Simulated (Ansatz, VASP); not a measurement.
B: VASP beside Ansatz

```
B
1.0
     1.64743    0.00000    0.00000
     0.59763    2.17751    0.00000
     0.52929    0.88678    2.47533
B
1
Direct
  0.50000 0.50000 0.50000
```

Alike in both runs: task single point; functional PBE; k mesh 10 × 8 × 8; occupations gaussian, width 0.1 eV; no spin polarisation.

|  | VASP | Ansatz |
| --- | --- | --- |
| version | VASP 6.6.1 | Ansatz 0.2.0 |
| potentials or method | VASP PAW PBE potentials, release 64 (B), cutoff 520 eV | scalar-relativistic, plane waves, PAW |
| valence electrons in the cell | 3 | 3 |

Ansatz gave:

```
gap on the k mesh at the Fermi level (eV)                     : none
pressure (GPa)                                                : -12.2
traceless stress, the component that is largest in VASP (GPa) : -19.73
```

Q: Estimate VASP's values.

A: gap on the k mesh at the Fermi level (eV): none; pressure (GPa): -12.3; traceless stress, the component that is largest in VASP (GPa): -19.73.

A gap of «none» marks a metal or a gap that the smearing closes. With one functional, cell and mesh, what is left measures potentials, basis and numerics.

The k mesh is coarse, so the values compare programs but aren't converged.
